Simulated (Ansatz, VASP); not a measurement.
Zr: VASP beside Ansatz

Contents of INCAR:

```
PREC = Accurate
ENCUT = 520
EDIFF = 1E-7
ISMEAR = -1
SIGMA = 0.1
LREAL = F
LASPH = T
NELM = 100
ALGO = Normal
ISIF = 2
LWAVE = F
LCHARG = T
GGA = RE
LELF = T
LVHAR = T
NBANDS = 19
```

KPOINTS

```
Automatic mesh
0
Gamma
  18 18 10
```

POSCAR

```
Zr
1.0
    3.1165636764      0.0000000000      0.0000000000
   -1.5582818382      2.6990233163      0.0000000000
    0.0000000000      0.0000000000      4.9821557312
Zr
2
Direct
    0.3333333333      0.6666666667      0.2500000000
    0.6666666667      0.3333333333      0.7500000000
```

Input for Ansatz:

```yaml
crystal:
  lattice:
    - [3.1165636764, 0.0, 0.0]
    - [-1.5582818382, 2.6990233163, 0.0]
    - [0.0, 0.0, 4.9821557312]
  atoms:
    - { symbol: Zr, position: [0.3333333333, 0.6666666667, 0.25] }
    - { symbol: Zr, position: [0.6666666667, 0.3333333333, 0.75] }
hamiltonian:
  xc: revpbe
  pseudopotentials:
    kind: paw
    azcp:
      Zr: "pseudopotentials/Zr.paw.azcp"
basis:
  ecutwfc: 420
  fft_grid_basis: typed
kpoints:
  mp_grid: { grid: [18, 18, 10], shift: [0, 0, 0] }
magnetization:
  spin_polarized: false
scf:
  occupations: { method: fermi_dirac, width: 0.1 }
output:
  stress: true
```

Alike in both runs: task single point; functional revPBE; k mesh 18 × 18 × 10; occupations fermi-dirac, width 0.1 eV; no spin polarisation.

|  | VASP | Ansatz |
| --- | --- | --- |
| version | VASP 6.6.1 | Ansatz 0.2.0 |
| potentials or method | VASP PAW PBE potentials, release 64 (Zr_sv), cutoff 520 eV | plane waves (420 eV) with PAW, scalar-relativistic |
| valence electrons in the cell | 24 | 24 |

```tsv
	VASP	Ansatz	Ansatz less VASP
pressure (GPa)	14.2	14.2	+0.01
traceless stress, the component that is largest in VASP (GPa)	1.01	1.02	+0.011
```

VASP's potentials were made for PBE, not for revPBE. The functional is the same, so the differences come from potentials, cutoffs and numerics.
